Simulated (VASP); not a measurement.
Crystal: S.

```
CELL_PARAMETERS angstrom
2.97000 0.00000 0.00000
-1.48500 2.57210 0.00000
0.00000 0.00000 4.85001
ATOMIC_POSITIONS crystal
S 0.33333 0.66667 0.25000
S 0.66667 0.33333 0.75000
```

This isn't the form of S at room conditions, which is orthorhombic, of S8 rings.

| Item | Value |
| --- | --- |
| Program | VASP 6.6.1 |
| Task | relaxation of cell and atoms |
| Functional | PBE |
| Dispersion | D4 |
| Potentials or basis | VASP PAW PBE potentials, release 64 (S) |
| Cutoff | 600 eV |
| k mesh | 17 × 17 × 9 |
| Occupations | fermi-dirac, width 0.05 eV |
| Spin | no spin polarisation |

At the start: pressure -11.4 GPa; volume 18.52 Å³/atom.

Question: Where does the relaxation end?

Answer: Over 20 steps the energy falls by 562.1 meV/atom and the volume is 16.21 Å³/atom (-12.5 %); space group P6_3/mmc (No. 194, to 0.1 Å) before and after.

The path:
```
step  energy change (eV)  largest force (eV/Å)  pressure (GPa)  volume (Å³)
   1              0.0000                0.0000          -11.41        37.05
   2             -0.3437                0.0000           -0.50        30.40
   3             -0.3494                0.0000            1.60        29.71
   4             -0.5018                0.0000            4.18        28.97
   5             -0.7536                0.0000           11.43        27.65
   6             -0.0222                0.0000           46.17        24.25
   7             -0.7844                0.0000           17.42        26.93
   8             -0.8293                0.0000           17.21        27.15
   9             -0.9105                0.0000           17.04        27.73
  10             -0.8015                0.0000           17.33        28.62
  11             -0.8951                0.0000           17.23        28.15
  12             -0.9110                0.0000           17.13        27.98
  13             -0.9889                0.0000           13.02        28.83
  14             -1.1132                0.0000            3.06        31.47
  15             -1.1226                0.0000            0.42        32.40
  16             -1.1228                0.0000            0.07        32.54
  17             -1.1232                0.0000            0.06        32.52
  18             -1.1241                0.0000            0.02        32.46
  19             -1.1238                0.0000           -0.04        32.34
  20             -1.1243                0.0000           -0.01        32.41
```

Final structure:
```yaml
crystal:
  lattice:
    - [3.27541, 0.00000, 0.00000]
    - [-1.63770, 2.83659, 0.00000]
    - [0.00000, 0.00000, 3.48834]
  atoms:
    - { symbol: S, position: [0.33333, 0.66667, 0.25000] }
    - { symbol: S, position: [0.66667, 0.33333, 0.75000] }
```

Caveat: a cell axis changed by over 15 % at a fixed basis, so the end point is rough.
